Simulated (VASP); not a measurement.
Ti, 2 atoms in the cell. It takes space group P6_3/mmc (No. 194, hexagonal). The conventional cell has a = 2.950 Å, b = 2.950 Å, c = 4.680 Å, α = 90.00°, β = 90.00°, γ = 120.00°. Within 3.8 Å of Ti (site symmetry -6m2) lie 12 Ti at 2.89 to 2.95 Å. 

- Program: VASP 6.6.1
- Task: relaxation of cell and atoms
- Functional: revPBE
- Potentials or basis: VASP PAW PBE potentials, release 64 (Ti_sv)
- Cutoff: 500 eV
- k mesh: 10 × 10 × 6
- Occupations: fermi-dirac, width 0.05 eV
- Spin: no spin polarisation
- Dipole correction: no
- Further INCAR settings: ALGO = Normal; EDIFF = 1e-07; IBRION = 2; EDIFFG = -0.005; NSW = 80; ISIF = 3

Potentials or basis: VASP PAW PBE potentials, release 64 (Ti_sv).

The run is started by

```sh
$ cat potpaw_PBE.64/Ti_sv/POTCAR > POTCAR
$ mpirun -np 1 vasp_std > vasp.out
```

Hardware: 1 thread of Intel(R) Xeon(R) Platinum 8488C (Sapphire Rapids) (shared host).

**Question.** Estimate the wall time of this run.

**Answer.** It took 66 s on 1 thread of Intel(R) Xeon(R) Platinum 8488C (Sapphire Rapids) (shared host), peak memory 0.17 GiB. Counts: scf iterations 50, k points 56, ion steps 5.
